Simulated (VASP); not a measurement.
Set up this calculation in VASP 6.6.1, as the native input.

```
Task                   : single point
Functional             : PBE
Potentials or basis    : VASP PAW PBE potentials, release 64 (Mg, O)
Cutoff                 : 520 eV
k mesh                 : 9 × 9 × 6
Occupations            : gaussian, width 0.02 eV
Spin                   : no spin polarisation
Dipole correction      : no
Further INCAR settings : ALGO = Normal; EDIFF = 1e-07; NBANDS = 16
```

The structure of MgO lies in POSCAR:

```
MgO
1.0
    3.4837041852      0.0000000000      0.0000000000
   -1.7418520926      3.0169763236      0.0000000000
    0.0000000000      0.0000000000      4.1985024677
Mg O
2 2
Direct
    0.6666666667      0.3333333333      0.7500000000
    0.3333333333      0.6666666667      0.2500000000
    0.6666666667      0.3333333333      0.2500000000
    0.3333333333      0.6666666667      0.7500000000
```

This cell differs from its parent crystal: volume scaled by 0.97, then relaxed in part.

These files were run (other wordings do the same):

INCAR

```
  PREC = Accurate
  ENCUT = 520
  EDIFF = 1E-7
  ISMEAR = 0
  SIGMA = 0.02
  LREAL = False
  LASPH = True
  NELM = 80
  ALGO = Normal
  ISIF = 2
  LWAVE = False
  LCHARG = True
  GGA = PE
  LELF = True
  LVHAR = True
  NBANDS = 16
```

KPOINTS

```
Automatic mesh
0
Gamma
  9 9 6
```

Potentials or basis: VASP PAW PBE potentials, release 64 (Mg, O).

Command:

```sh
$ cat potpaw_PBE.64/Mg/POTCAR potpaw_PBE.64/O/POTCAR > POTCAR
$ mpirun -np 1 vasp_std > vasp.out
```

It gave:

```yaml
Pressure: 3.5 GPa
Band_gap_on_the_k_mesh: 3.41 eV, direct
```

Wall time 15 s on 1 thread of Intel(R) Xeon(R) 6975P-C (Granite Rapids) (shared host), peak memory 0.18 GiB.
